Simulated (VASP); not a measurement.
Here is a VASP 6.6.1 calculation.

INCAR

```
SYSTEM = TaN
  PREC = Accurate
  ENCUT = 1330
  EDIFF = 1E-6
  ISMEAR = -1
  SIGMA = 0.15
  LREAL = .FALSE.
  LASPH = .TRUE.
  NELM = 120
  ALGO = Normal
  ISIF = 2
  LWAVE = .FALSE.
  LCHARG = .FALSE.
  NBANDS = 16
  GGA_COMPAT = .FALSE.
```

Contents of KPOINTS:

```
Automatic mesh
0
G
  18 18 14
  0 0 0
```

Contents of POSCAR:

```
TaN
1.0
    2.8670690000      0.0000000000      0.0000000000
   -1.4335345000      2.4829545884      0.0000000000
    0.0000000000      0.0000000000      2.8191600824
Ta N
1 1
Direct
    0.3333333333      0.6666666667      0.5000000000
    0.0000000000      0.0000000000      0.0000000000
```

Potentials or basis: VASP PAW LDA potentials, release 64 (Ta_sv_GW, N_h).

Run with:

```sh
$ cat potpaw_LDA.64/Ta_sv_GW/POTCAR potpaw_LDA.64/N_h/POTCAR > POTCAR
$ mpirun -np 1 vasp_std > vasp.out
```

Question: Estimate the pressure.

Answer: 17.5 GPa.

Question: What does it give for the band gap on the k mesh?

Answer: Zero (bands 9 and 10 overlap by 0.38 eV).

Stress tensor (GPa, compression positive):
```
17.47  0.00  0.00
 0.00 17.47  0.00
 0.00  0.00 17.66
```

Caveat: the cell stands under pressure; spin-orbit coupling is left out, which moves the levels of the heavy elements.
